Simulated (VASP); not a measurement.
Wanted: the native input for a VASP 6.6.1 run.

```yaml
Task: single point
Functional: LDA
Potentials_or_basis: VASP PAW LDA potentials, release 64 (Ta_pv, N)
Cutoff: 520 eV
k_mesh: 11 × 11 × 10
Occupations: methfessel-paxton, width 0.05 eV
Spin: no spin polarisation
Dipole_correction: no
Further_INCAR_settings: ALGO = Normal; EDIFF = 1e-07; NBANDS = 15
```

The structure of TaN lies in POSCAR:

```
TaN
1.0
    2.9380000000      0.0000000000      0.0000000000
   -1.4690000000      2.5443826400      0.0000000000
    0.0000000000      0.0000000000      2.8830000000
Ta N
1 1
Direct
    0.3333333333      0.6666666667      0.5000000000
    0.0000000000      0.0000000000      0.0000000000
```

One way to write it, as run:

INCAR

```
SYSTEM = TaN
ALGO = Normal
EDIFF = 1E-7
ENCUT = 520
ISIF = 2
ISMEAR = 1
LASPH = .TRUE.
LCHARG = .FALSE.
LREAL = .FALSE.
LWAVE = .FALSE.
NBANDS = 15
NELM = 60
PREC = Accurate
SIGMA = 0.05
```

KPOINTS

```
k-points
0
G
  11 11 10
  0 0 0
```

Potentials or basis: VASP PAW LDA potentials, release 64 (Ta_pv, N).

The run is started by

```sh
$ cat potpaw_LDA.64/Ta_pv/POTCAR potpaw_LDA.64/N/POTCAR > POTCAR
$ mpirun -np 1 vasp_std > vasp.out
```

Results of the run:

- Pressure: -9.8 GPa
- Band gap on the k mesh: zero (band 8 reaches 8.48 eV, above the bottom of band 9 at 7.99 eV)

Caveat: spin-orbit coupling is left out, which moves the levels of the heavy elements.

Wall time 44 s on 1 thread of AMD EPYC 7R13 Processor (Zen 3), on a shared host, peak memory 0.12 GiB.
